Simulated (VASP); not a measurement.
Ba:

```xyz
1
Lattice="4.1224 0.0000 0.0000 -2.0612 3.5701 0.0000 0.0000 0.0000 3.7576" Properties=species:S:1:pos:R:3 pbc="T T T"
Ba    0.0000    0.0000    1.8788
```

```yaml
Program: VASP 6.6.1
Task: relaxation of cell and atoms
Functional: PBE
Potentials_or_basis: VASP PAW PBE potentials, release 64 (Ba_sv)
Cutoff: 600 eV
k_mesh: 6 × 6 × 4
Occupations: gaussian, width 0.1 eV
Spin: no spin polarisation
```

At the start: pressure 1.5 GPa; volume 55.30 Å³/atom.

Q: Where does the relaxation end?

A: Over 4 steps the energy falls by 37.8 meV/atom and the volume is 64.09 Å³/atom (+15.9 %); space group P6/mmm (No. 191, to 0.05 Å).

Step by step:
```
step  energy change (eV)  largest force (eV/Å)  pressure (GPa)  volume (Å³)
   1              0.0000                0.0000            1.47        55.30
   2             -0.0289                0.0000            0.68        59.47
   3             -0.0346                0.0000           -0.32        66.66
   4             -0.0378                0.0000           -0.03        64.09
```

Final structure:
```
Ba
1.0
     4.29821    0.00000    0.00000
    -2.14910    3.72236    0.00000
     0.00000    0.00000    4.00596
Ba
1
Direct
  0.00000 0.00000 0.50000
```

Caveat: the k points lie up to 0.39 Å⁻¹ apart in the final cell; the volume moved by over 15 % at a fixed basis, so the end points are rough.
